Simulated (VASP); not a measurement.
Wanted: the native input for a VASP 6.6.1 run.

| Quantity | Value |
| --- | --- |
| Task | relaxation of cell and atoms |
| Functional | PBE |
| Potentials or basis | VASP PAW PBE potentials, release 64 (Si, C) |
| Cutoff | 600 eV |
| k mesh | 12 × 12 × 6 |
| Occupations | gaussian, width 0.02 eV |
| Spin | no spin polarisation |
| Target pressure | 12 GPa |
| Dipole correction | no |
| Further INCAR settings | ALGO = Normal; EDIFF = 1e-07; IBRION = 2; EDIFFG = -0.008; NSW = 70; ISIF = 3 |

The structure of SiC lies in POSCAR:

```
SiC
1.0
    3.0392353511      0.0000000000      0.0000000000
   -1.5196176755      2.6320550221      0.0000000000
    0.0000000000      0.0000000000      4.9879597416
Si C
2 2
Direct
    0.3333333333      0.6666666667      0.4995860237
    0.6666666667      0.3333333333      0.9995860237
    0.3333333333      0.6666666667      0.8754139763
    0.6666666667      0.3333333333      0.3754139763
```

The input as run:

INCAR

```
ALGO     = Normal         # electronic algorithm
EDIFF    = 1E-7           # SCF threshold, eV
EDIFFG   = -0.008         # ionic threshold
ENCUT    = 600            # plane-wave cutoff, eV
GGA      = PE             # functional
IBRION   = 2              # ionic algorithm
ISIF     = 3              # what is computed and relaxed
ISMEAR   = 0              # smearing method
LASPH    = True           # aspherical terms in the spheres
LCHARG   = False          # write CHGCAR
LREAL    = False          # projectors in reciprocal space
LWAVE    = False          # write WAVECAR
NELM     = 80             # most SCF steps
NSW      = 70             # ionic steps
PREC     = Accurate       # precision mode
PSTRESS  = 120.0        
SIGMA    = 0.02           # smearing width, eV
```

KPOINTS

```
k-points
0
Gamma
  12 12 6
```

Potentials or basis: VASP PAW PBE potentials, release 64 (Si, C).

Run with:

```bash
$ cat potpaw_PBE.64/Si/POTCAR potpaw_PBE.64/C/POTCAR > POTCAR
$ mpirun -np 1 vasp_std > vasp.out
```

Results of the run:

* Relaxed volume: 9.97 Å³/atom
* Relaxed cell: a = 3.039 Å, b = 3.039 Å, c = 4.986 Å, α = 90.00°, β = 90.00°, γ = 120.00°
* Space group after relaxing (to 0.1 Å): P6_3mc (No. 186)
* Energy change on relaxing (the run minimises the enthalpy): +0.1 meV/atom
* Ionic steps: 3
* Pressure after relaxing: 12.0 GPa
* Band gap on the k mesh: 2.21 eV (least direct gap 4.04 eV)

Caveat: the cell is relaxed towards a set pressure, so the run minimises the enthalpy, not the energy.

Run time: 22 s on 1 thread of Intel(R) Xeon(R) 6975P-C (Granite Rapids), with other jobs on the host, peak memory 0.18 GiB.
